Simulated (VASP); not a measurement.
# CdS: single point with PBEsol

The system is CdS.

```
CELL_PARAMETERS angstrom
0.00000 2.77600 2.77600
2.77600 0.00000 2.77600
2.77600 2.77600 0.00000
ATOMIC_POSITIONS crystal
Cd 0.00000 0.00000 0.00000
S 0.50000 0.50000 0.50000
```

| Property | Result |
| --- | --- |
| Program | VASP 6.6.1 |
| Task | single point |
| Functional | PBEsol |
| Potentials or basis | VASP PAW PBE potentials, release 64 (Cd, S) |
| Cutoff | 500 eV |
| k mesh | 6 × 6 × 6 |
| Occupations | gaussian, width 0.01 eV |
| Spin | no spin polarisation |

```
Pressure               : -5.4 GPa
Band gap on the k mesh : 0.13 eV, indirect (least direct gap 1.26 eV)
```

Levels at points of the mesh, in eV from the valence-band top:
```tsv
k point	band 7	band 8	band 9	band 10	band 11	band 12
(0.00, 0.00, 0.00)	-0.66	-0.66	-0.66	0.60	9.13	9.13
(0.50, 0.00, 0.00)	-4.71	0.00	0.00	3.38	5.82	5.82
(0.50, 0.50, 0.00)	-4.02	-2.00	-2.00	0.13	5.96	9.44
```

Run time: 26 s on 1 thread of Intel Xeon 8259CL (shared host), peak memory 0.17 GiB.

Caveat: the PAW data sets were made with another functional, which shifts forces and pressure a little. A k mesh can miss the band edges.
